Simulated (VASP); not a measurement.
The system is Si2W.

```
W Si
1.0
    -1.61754    1.61754    3.94088
     1.61754   -1.61754    3.94088
     1.61754    1.61754   -3.94088
W Si
1 2
Direct
  0.00000 0.00000 0.00000
  0.66530 0.66530 0.00000
  0.33470 0.33470 0.00000
```

Base run:

| Item | Value |
| --- | --- |
| Program | VASP 6.6.1 |
| Functional | PBEsol |
| Potentials or basis | VASP PAW PBE potentials, release 64 (W_sv, Si) |
| Cutoff | 520 eV |
| k mesh | 12 × 12 × 12 |
| Occupations | fermi-dirac, width 0.05 eV |
| Spin | no spin polarisation |

Its results: band gap on the k mesh zero (bands 11 and 12 overlap by 1.27 eV); pressure -6.0 GPa; largest force 0.025 eV/Å.

**Question.** The run is repeated on the same cell with these changes: functional from PBEsol to LDA; potentials or basis from VASP PAW PBE potentials, release 64 (W_sv, Si) to VASP PAW LDA potentials, release 64 (W_sv, Si). What comes out?

**Answer.** Band gap on the k mesh zero (bands 11 and 12 overlap by 1.26 eV); pressure -9.2 GPa; largest force 0.089 eV/Å.

Caveats: the cell stands under tension; spin-orbit coupling is left out, which moves the levels of the heavy elements; the PAW data sets were made with another functional, which shifts forces and pressure a little (at least some runs).
